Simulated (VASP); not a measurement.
# Ni (P6_3/mmc) in VASP: relaxation of cell and atoms with PBEsol

Aim: the relaxation of cell and atoms of Ni with PBEsol.

All numbers are computed with VASP 6.6.1; they aren't measurements. Logs are shortened: lines on timing, memory, paths and dates and some standing lists are left out, and cuts for length are marked.

## 1. The cell of the first run

It takes space group P6_3/mmc (No. 194, hexagonal). The conventional cell has a = 2.449 Å, b = 2.449 Å, c = 4.015 Å, α = 90.00°, β = 90.00°, γ = 120.00°. Ni (site symmetry -6m2) has 12 Ni at 2.45 to 2.46 Å within 3.2 Å.

This isn't the form of Ni at room conditions, which is fcc.

## 2. Relaxation of cell and atoms, PBEsol, collinear spin, ferromagnetic start

Contents of INCAR:

```
SYSTEM = Ni
  ALGO = Normal
  EDIFF = 1E-6
  EDIFFG = -0.005
  ENCUT = 600
  GGA = PS
  IBRION = 2
  ISIF = 3
  ISMEAR = 0
  ISPIN = 2
  LASPH = .TRUE.
  LCHARG = .FALSE.
  LMAXMIX = 4
  LORBIT = 11
  LREAL = .FALSE.
  LWAVE = .FALSE.
  MAGMOM = 0.81 0.81
  NELM = 150
  NSW = 100
  PREC = Accurate
  SIGMA = 0.1
```

Contents of KPOINTS:

```
k-points
0
G
  18 18 10
  0 0 0
```

Contents of POSCAR:

```
Ni
1.0
    2.4491677599      0.0000000000      0.0000000000
   -1.2245838800      2.1210414982      0.0000000000
    0.0000000000      0.0000000000      4.0151323503
Ni
2
Direct
    0.0000000000      0.0000000000      0.0000000000
    0.3333333333      0.6666666667      0.5000000000
```

Potentials or basis: VASP PAW PBE potentials, release 64 (Ni).

Started as:

```sh
$ cat potpaw_PBE.64/Ni/POTCAR > POTCAR
$ mpirun -np 1 vasp_std > vasp.out
```

OUTCAR:

```text
SYSTEM = Ni
   EDIFF = 1E-6
   EDIFFG = -0.005
   ENCUT = 600
   GGA = PS
   IBRION = 2
   ISIF = 3
   ISMEAR = 0
   ISPIN = 2
   LASPH = .TRUE.
   LORBIT = 11
   LREAL = .FALSE.
   NELM = 150
   NSW = 100
   PREC = Accurate

 ion  position               nearest neighbor table
   1  0.000  0.000  0.000-   2 2.46   2 2.46   2 2.46   2 2.46   2 2.46   2 2.46
   2  0.333  0.667  0.500-   1 2.46   1 2.46   1 2.46   1 2.46   1 2.46   1 2.46

  LATTYP: Found a hexagonal cell.
 ALAT       =     2.4491677599
 C/A-ratio  =     1.6393864136

  Lattice vectors:

 A1 = (   2.4491677599,   0.0000000000,   0.0000000000)
 A2 = (  -1.2245838800,   2.1210414982,   0.0000000000)
 A3 = (   0.0000000000,   0.0000000000,   4.0151323503)

Analysis of symmetry for initial positions (statically):
=====================================================================
 Subroutine PRICEL returns:
 Original cell was already a primitive cell.

 Routine SETGRP: Setting up the symmetry group for a
 hexagonal supercell.

 Subroutine GETGRP returns: Found 24 space group operations
 (whereof 12 operations were pure point group operations)
 out of a pool of 24 trial point group operations.

The static configuration has the point symmetry D_3h.
 The point group associated with its full space group is D_6h.

Analysis of symmetry for dynamics (positions and initial velocities):
=====================================================================
 Subroutine PRICEL returns:
 Original cell was already a primitive cell.

 Routine SETGRP: Setting up the symmetry group for a
 hexagonal supercell.

 Subroutine GETGRP returns: Found 24 space group operations
 (whereof 12 operations were pure point group operations)
 out of a pool of 24 trial point group operations.

The dynamic configuration has the point symmetry D_3h.
 The point group associated with its full space group is D_6h.

Analysis of structural, dynamic, and magnetic symmetry:
=====================================================================
 Subroutine PRICEL returns:
 Original cell was already a primitive cell.

 Routine SETGRP: Setting up the symmetry group for a
 hexagonal supercell.

 Subroutine GETGRP returns: Found 24 space group operations
 (whereof 12 operations were pure point group operations)
 out of a pool of 24 trial point group operations.

The overall configuration has the point symmetry D_3h.
 The point group associated with its full space group is D_6h.

 Subroutine INISYM returns: Found 24 space group operations
 (whereof 12 operations are pure point group operations),
 and found     1 'primitive' translations
[... 126 lines left out ...]
 conjugate gradient relaxation of ions
 spin polarized calculation
 Gauss-broadening in eV      SIGMA  =   0.10
  energy-cutoff  :      600.00
  volume of cell :       20.86
 maximum number of plane-waves:       712
 NGX is ok and might be reduce to    20
   NGX =  9   NGY =  9   NGZ = 17

--------------------------------------- Ionic step        1  -------------------------------------------

 number of electron      19.9999996 magnetization       1.2135064

 Free energy of the ion-electron system (eV)
  ---------------------------------------------------
  ext. energy  EPLUGINS =         0.00000000
  ---------------------------------------------------
  free energy    TOTEN  =       -12.22845247 eV

  energy without entropy =      -12.20714810  energy(sigma->0) =      -12.21780028

------------------------ aborting loop because EDIFF is reached ----------------------------------------

  FORCE on cell =-STRESS in cart. coord.  units (eV):
  Direction    XX          YY          ZZ          XY          YZ          ZX
  --------------------------------------------------------------------------------------
  -------------------------------------------------------------------------------------
  Total       -0.1244174     -0.1244174     -0.0199645      0.0000000     -0.0000000      0.0000000
  in kB       -9.5570534     -9.5570534     -1.5335630      0.0000000     -0.0000000      0.0000000
  external PRESSURE =      -6.8825566 kB  Pullay stress =       0.0000000 kB
[... 167 lines left out ...]
--------------------------------------- Ionic step        6  -------------------------------------------

 number of electron      19.9999997 magnetization       1.2134284

 Free energy of the ion-electron system (eV)
  ---------------------------------------------------
  ext. energy  EPLUGINS =         0.00000000
  ---------------------------------------------------
  free energy    TOTEN  =       -12.22867794 eV

  energy without entropy =      -12.20760820  energy(sigma->0) =      -12.21814307

 E-fermi :   9.8647     XC(G=0): -13.7034

 val. band max:        9.8641939790   @ k =   0.1111   0.0556   0.2000
 cond. band min:       9.8663830878   @ k =   0.0556  -0.0000   0.0000
 fundamental gap:      0.0021891088
 Fermi energy:         9.8647141339

 spin component 1

 k-point     1 :       0.0000    0.0000    0.0000
  band No.  band energies     occupation
      1       0.4603      1.00000
      2       4.7493      1.00000
      3       7.3057      1.00000
      4       7.4191      1.00000
      5       7.4191      1.00000
      6       7.7036      1.00000
      7       7.7036      1.00000
      8       8.1587      1.00000
      9       8.1587      1.00000
     10       9.1579      1.00000
     11       9.1579      1.00000
     12       9.3356      1.00000
     13      15.7213      0.00000
     14      32.8786      0.00000
[... 403 lines left out ...]
      4       6.9431      1.00000
      5       7.2775      1.00000
      6       7.4658      1.00000
      7       7.7304      1.00000
      8       9.0926      1.00000
      9       9.2746      1.00000
     10       9.2755      1.00000
     11      10.8812      0.00000
     12      14.3418      0.00000
     13      19.0764      0.00000
     14      19.8030      0.00000
     15      22.5510      0.00000

 [... further k-points ...]

 spin component 2

 k-point     1 :       0.0000    0.0000    0.0000
  band No.  band energies     occupation
      1       0.4522      1.00000
      2       5.1267      1.00000
      3       7.9635      1.00000
      4       8.0576      1.00000
      5       8.0576      1.00000
      6       8.3604      1.00000
      7       8.3604      1.00000
      8       8.8132      1.00000
      9       8.8132      1.00000
     10       9.3093      1.00000
     11       9.8530      0.56602
     12       9.8530      0.56602
     13      16.1164      0.00000
     14      32.7825      0.00000
[... 444 lines left out ...]
  FREE ENERGIE OF THE ION-ELECTRON SYSTEM (eV)
  ---------------------------------------------------
  free  energy   TOTEN  =       -12.2286779366 eV

  energy  without entropy=      -12.2076082019  energy(sigma->0) =      -12.21814307

 reached required accuracy - stopping structural energy minimisation

 total charge

# of ion       s       p       d       tot
------------------------------------------
    1        0.519   0.543   8.337   9.399
    2        0.519   0.543   8.337   9.399
--------------------------------------------------
tot          1.038   1.086  16.674  18.797

 magnetization (x)

# of ion       s       p       d       tot
------------------------------------------
    1       -0.005  -0.024   0.642   0.612
    2       -0.005  -0.024   0.642   0.612
--------------------------------------------------
tot         -0.010  -0.048   1.284   1.225
```

Wall time 2.8 min (1 thread of Intel Xeon 6975P-C (Granite Rapids), shared host); peak memory 0.25 GiB.

Results:

```
Free energy                                           : -12.2287 eV
Relaxed volume                                        : 10.40 Å³/atom
Relaxed cell                                          : a = 2.444 Å, b = 2.444 Å, c = 4.021 Å, α = 90.00°, β = 90.00°, γ = 120.00°
Space group after relaxing (to 0.1 Å)                 : P6_3/mmc (No. 194)
Energy gained by relaxing                             : 0.1 meV/atom
Ionic steps                                           : 6
Pressure after relaxing                               : 0.0 GPa
Net moment                                            : 1.21 μB per cell
Site moments                                          : Ni +0.61 μB
Valence electrons inside the program's atomic spheres : Ni 9.40
```

The path:
```csv
step,energy change (eV),largest force (eV/Å),pressure (GPa),volume (Å³)
1,0.0000,0.0000,-0.69,20.86
2,0.0000,0.0000,0.80,20.72
3,-0.0002,0.0000,0.10,20.79
4,-0.0002,0.0000,0.13,20.79
5,-0.0002,0.0000,0.06,20.80
6,-0.0002,0.0000,0.01,20.80
```

Final structure:
```yaml
crystal:
  lattice:
    - [2.44401, 0.00000, 0.00000]
    - [-1.22200, 2.11657, 0.00000]
    - [0.00000, 0.00000, 4.02103]
  atoms:
    - { symbol: Ni, position: [0.00000, 0.00000, 0.00000] }
    - { symbol: Ni, position: [0.33333, 0.66667, 0.50000] }
```

Caveat: the PAW data sets were made with another functional, which shifts forces and pressure a little.
